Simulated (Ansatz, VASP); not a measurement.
**As in VASP and in Ansatz**

```
As
1.0
     2.67247    0.00000    0.00000
     0.00000    2.67247    0.00000
     0.00000    0.00000    2.67247
As
1
Cartesian
  0.0000 0.0000 0.0000
```

Change from the starting cell: volume scaled by 1, crystal datasets.

Alike in both runs: task single point; functional LDA; k mesh 15 × 15 × 15; occupations fermi-dirac, width 0.08 eV; no spin polarisation.

|  | VASP | Ansatz |
| --- | --- | --- |
| version | VASP 6.6.1 | Ansatz 0.2.0 |
| potentials or method | VASP PAW LDA potentials, release 64 (As), cutoff 500 eV | all-electron PAW with datasets made for the crystal, scalar-relativistic |

VASP gave:

* pressure (GPa): 0.4

Problem. What did Ansatz give for the same quantities?

Solution. Pressure (GPa): 0.0.

LDA's correlation is that of Perdew and Zunger in VASP and of Perdew and Wang (1992) in Ansatz. Ansatz ran all-electron here, and VASP with PAW potentials.
